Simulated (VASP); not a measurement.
# Rh (P6_3/mmc) in VASP: settings compared, part 2 of 2

VASP 6.6.1.

## (3) Single point, PBE

INCAR

```
SYSTEM = Rh
  PREC = Accurate
  ENCUT = 520
  EDIFF = 1E-7
  ISMEAR = 0
  SIGMA = 0.1
  LREAL = .False.
  LASPH = .True.
  NELM = 80
  ALGO = Normal
  ISIF = 2
  LWAVE = .False.
  LCHARG = .False.
  GGA = PE
  ISYM = 0
  NBANDS = 22
```

KPOINTS

```
regular mesh
0
Gamma
  4 3 4
  0 0 0
```

POSCAR

```
Rh
1.0
    2.7309790422      0.0000000000      0.0000000000
   -1.3654895211      2.3650972278      0.0000000000
    0.0000000000      0.0000000000      4.4284890000
Rh
2
Direct
    0.6666666667      0.3333333333      0.7500000000
    0.3333333333      0.6666666667      0.2500000000
```

Potentials or basis: VASP PAW PBE potentials, release 64 (Rh_pv).

Launch:

```
$ cat potpaw_PBE.64/Rh_pv/POTCAR > POTCAR
$ mpirun -np 1 vasp_std > vasp.out
```

Wall time 9.3 s (1 thread of AMD EPYC 9R45 (Zen 5), shared host); peak memory 0.11 GiB.

Results (log left out):

* Free energy: -14.2106 eV
* Pressure: -1.6 GPa
* Largest force: 0.353 eV/Å
* Band gap on the k mesh: zero (band 15 reaches 11.87 eV, above the bottom of band 16 at 10.18 eV)

Forces in eV/Å, atoms in the order of the input:
```
Rh  -0.296 -0.192  0.000
Rh   0.296  0.192  0.000
```

Stress tensor (GPa, compression positive):
```
 -7.59 -11.53   0.00
-11.53  12.85   0.00
  0.00   0.00 -10.09
```

Levels at points of the mesh, in eV from the Fermi level:
```csv
k point,band 13,band 14,band 15,band 16,band 17,band 18
"(0.00, 0.00, 0.00)",-2.14,-1.66,-1.61,0.24,0.30,0.91
"(0.50, 0.00, 0.00)",-1.88,0.61,0.75,0.89,3.07,5.13
"(0.00, 0.00, 0.50)",-2.74,-2.74,-0.28,-0.28,-0.23,-0.23
"(0.50, 0.00, 0.50)",-0.14,-0.14,0.78,0.78,2.79,2.79
```

Caveat: the k points lie up to 0.89 Å⁻¹ apart.

## (4) Single point, PBE+U

INCAR

```
ALGO = Fast
EDIFF = 1E-6
ENCUT = 520
GGA = PE
ISIF = 2
ISMEAR = 0
LASPH = True
LCHARG = False
LDAU = True
LDAUJ = 0
LDAUL = 2
LDAUPRINT = 1
LDAUTYPE = 2
LDAUU = 2.7
LMAXMIX = 4
LREAL = False
LWAVE = False
NBANDS = 22
NELM = 150
PREC = Accurate
SIGMA = 0.1
```

KPOINTS

```
k-points
0
Gamma
  6 6 4
```

POSCAR is that of step 3.

Potentials or basis: VASP PAW PBE potentials, release 64 (Rh_pv).

Launch:

```
$ cat potpaw_PBE.64/Rh_pv/POTCAR > POTCAR
$ mpirun -np 1 vasp_std > vasp.out
```

OUTCAR:

```text
EDIFF = 1E-6
   ENCUT = 520
   GGA = PE
   ISIF = 2
   ISMEAR = 0
   LASPH = True
   LREAL = False
   NELM = 150
   PREC = Accurate

 ion  position               nearest neighbor table
   1  0.667  0.333  0.750-   2 2.72   2 2.72   2 2.72   2 2.72   2 2.72   2 2.72
   2  0.333  0.667  0.250-   1 2.72   1 2.72   1 2.72   1 2.72   1 2.72   1 2.72

  LATTYP: Found a hexagonal cell.
 ALAT       =     2.7309790422
 C/A-ratio  =     1.6215756077

  Lattice vectors:

[... 778 lines left out ...]

------------------------ aborting loop because EDIFF is reached ----------------------------------------

  FORCE on cell =-STRESS in cart. coord.  units (eV):
  Direction    XX          YY          ZZ          XY          YZ          ZX
  --------------------------------------------------------------------------------------
  -------------------------------------------------------------------------------------
  Total       -1.0972453     -1.0972453     -2.0899753     -0.0000000      0.0000000      0.0000000
  in kB      -61.4598333    -61.4598334   -117.0654689     -0.0000000      0.0000000      0.0000000
  external PRESSURE =     -79.9950452 kB  Pullay stress =       0.0000000 kB

 VOLUME and BASIS-vectors are now :
 -----------------------------------------------------------------------------
  energy-cutoff  :      520.00
  volume of cell :       28.60
      direct lattice vectors                 reciprocal lattice vectors
     2.730979042  0.000000000  0.000000000     0.366169049  0.211407799  0.000000000
    -1.365489521  2.365097228  0.000000000     0.000000000  0.422815599  0.000000000
     0.000000000  0.000000000  4.428489000     0.000000000  0.000000000  0.225810655

 POSITION                                       TOTAL-FORCE (eV/Angst)
 -----------------------------------------------------------------------------------
      1.36549      0.78837      3.32137         0.000000      0.000000      0.000000
     -0.00000      1.57673      1.10712        -0.000000      0.000000      0.000000
 -----------------------------------------------------------------------------------
    total drift:                               -0.000000      0.000000     -0.000000

  FREE ENERGIE OF THE ION-ELECTRON SYSTEM (eV)
  ---------------------------------------------------
  free  energy   TOTEN  =        -8.9080615753 eV

  energy  without entropy=       -8.8934989314  energy(sigma->0) =       -8.90078025
```

Run time: 8 s. Hardware: 1 thread of AMD EPYC 9R45 (Zen 5), shared host; peak memory 0.1 GiB.

Results:

| Property | Result |
| --- | --- |
| Free energy | -8.9081 eV |
| Pressure | -8.0 GPa |
| Band gap on the k mesh | zero (band 15 reaches 11.42 eV, above the bottom of band 16 at 9.25 eV) |

Stress tensor (GPa, compression positive):
```
 -6.15   0.00   0.00
  0.00  -6.15   0.00
  0.00   0.00 -11.71
```

Levels at points of the mesh, in eV from the Fermi level:
| k point | band 12 | band 13 | band 14 | band 15 | band 16 | band 17 | band 18 | band 19 |
| --- | --- | --- | --- | --- | --- | --- | --- | --- |
| (0.00, 0.00, 0.00) | -2.28 | -2.28 | -1.69 | -1.69 | 0.22 | 0.22 | 1.27 | 8.58 |
| (0.50, 0.00, 0.00) | -2.01 | -1.74 | 0.49 | 0.67 | 0.77 | 3.23 | 5.35 | 10.57 |
| (0.00, 0.00, 0.50) | -2.87 | -2.84 | -2.84 | -0.32 | -0.32 | -0.32 | -0.32 | 15.08 |
| (0.50, 0.00, 0.50) | -1.46 | -0.11 | -0.11 | 0.66 | 0.66 | 3.08 | 3.08 | 9.37 |

Eigenvalues of the final occupation matrices:
```
    site  spin  trace               eigenvalues
site 1 d     1   3.60  0.71 0.71 0.72 0.73 0.73
site 1 d     2   3.60  0.71 0.71 0.72 0.73 0.73
site 2 d     1   3.60  0.71 0.71 0.72 0.73 0.73
site 2 d     2   3.60  0.71 0.71 0.72 0.73 0.73
```

Caveat: the k points lie up to 0.44 Å⁻¹ apart; U without spin polarisation on a metal has little footing; the U is typed as a test and isn't derived for this compound.

## (5) Single point, PBE, collinear spin, zero start

INCAR

```
SYSTEM = Rh
  PREC = Accurate
  ENCUT = 520
  EDIFF = 1E-7
  ISMEAR = 1
  SIGMA = 0.098
  LREAL = .False.
  LASPH = .True.
  NELM = 150
  ALGO = Normal
  ISIF = 2
  LWAVE = .False.
  LCHARG = .False.
  ISPIN = 2
  MAGMOM = 0 0
  LORBIT = 11
  LMAXMIX = 4
  GGA = PE
  NBANDS = 26
```

KPOINTS

```
Automatic mesh
0
Gamma
  6 6 4
  0 0 0
```

POSCAR is that of step 4.

Launch:

```
$ cat potpaw_PBE.64/Rh_pv/POTCAR > POTCAR
$ mpirun -np 1 vasp_std > vasp.out
```

Run time: 18 s. Hardware: 1 thread of AMD EPYC 9R45 (Zen 5), shared host; peak memory 0.12 GiB.

The run converged. Its results:

* Free energy: -14.4104 eV
* Pressure: -3.4 GPa
* Band gap on the k mesh: zero (filled and empty bands overlap)
* Net moment: 0.00 μB per cell
* Valence electrons inside the program's atomic spheres: Rh 13.72

Stress tensor (GPa, compression positive):
```
-1.80  0.00  0.00
 0.00 -1.80  0.00
 0.00  0.00 -6.69
```

Levels at points of the mesh, in eV from the Fermi level:
Spin up:
| k point | band 11 | band 12 | band 13 | band 14 | band 15 | band 16 | band 17 | band 18 | band 19 | band 20 |
| --- | --- | --- | --- | --- | --- | --- | --- | --- | --- | --- |
| (0.00, 0.00, 0.00) | -2.72 | -2.24 | -2.24 | -1.69 | -1.69 | 0.22 | 0.22 | 0.84 | 8.32 | 16.02 |
| (0.50, 0.00, 0.00) | -2.47 | -2.02 | -1.92 | 0.53 | 0.67 | 0.81 | 3.03 | 5.07 | 10.18 | 10.59 |
| (0.00, 0.00, 0.50) | -2.83 | -2.83 | -2.83 | -2.83 | -0.32 | -0.32 | -0.32 | -0.32 | 14.75 | 14.75 |
| (0.50, 0.00, 0.50) | -1.47 | -1.47 | -0.18 | -0.18 | 0.70 | 0.70 | 2.74 | 2.74 | 9.08 | 9.08 |
Spin down:
| k point | band 12 | band 13 | band 14 | band 15 | band 16 | band 17 | band 18 | band 19 |
| --- | --- | --- | --- | --- | --- | --- | --- | --- |
| (0.00, 0.00, 0.00) | -2.24 | -2.24 | -1.69 | -1.69 | 0.22 | 0.22 | 0.84 | 8.32 |
| (0.50, 0.00, 0.00) | -2.02 | -1.92 | 0.53 | 0.67 | 0.81 | 3.03 | 5.07 | 10.18 |
| (0.00, 0.00, 0.50) | -2.83 | -2.83 | -2.83 | -0.32 | -0.32 | -0.32 | -0.32 | 14.75 |
| (0.50, 0.00, 0.50) | -1.47 | -0.18 | -0.18 | 0.70 | 0.70 | 2.74 | 2.74 | 9.08 |

Caveat: the k points lie up to 0.44 Å⁻¹ apart.

## (6) The runs side by side

| level | spin | U | k mesh | smearing | gap on the mesh (eV) | pressure (GPa) |
| --- | --- | --- | --- | --- | --- | --- |
| PBE+D4 | off | - | 6 × 6 × 4 | gaussian 0.26 eV | none | -11.2 |
| PBE | off | - | 4 × 3 × 4 | gaussian 0.1 eV | none | -1.6 |
| PBE+U | off | Rh d U = 2.7 eV | 6 × 6 × 4 | gaussian 0.1 eV | none | -8.0 |
| PBE | collinear, zero start | - | 6 × 6 × 4 | methfessel-paxton 0.098 eV | none | -3.4 |

Alike in all rows: task single point; potentials or basis VASP PAW PBE potentials, release 64 (Rh_pv); cell as given; cutoff (eV) 520.

Caveats: all runs use coarse meshes; pairwise dispersion overbinds metals, which lowers pressure and volume (some runs); U without spin polarisation on a metal has little footing (some runs); the U is typed as a test and isn't derived for this compound (some runs).

Total energies depend on the potentials used, so only differences within one code and one set of settings carry meaning.
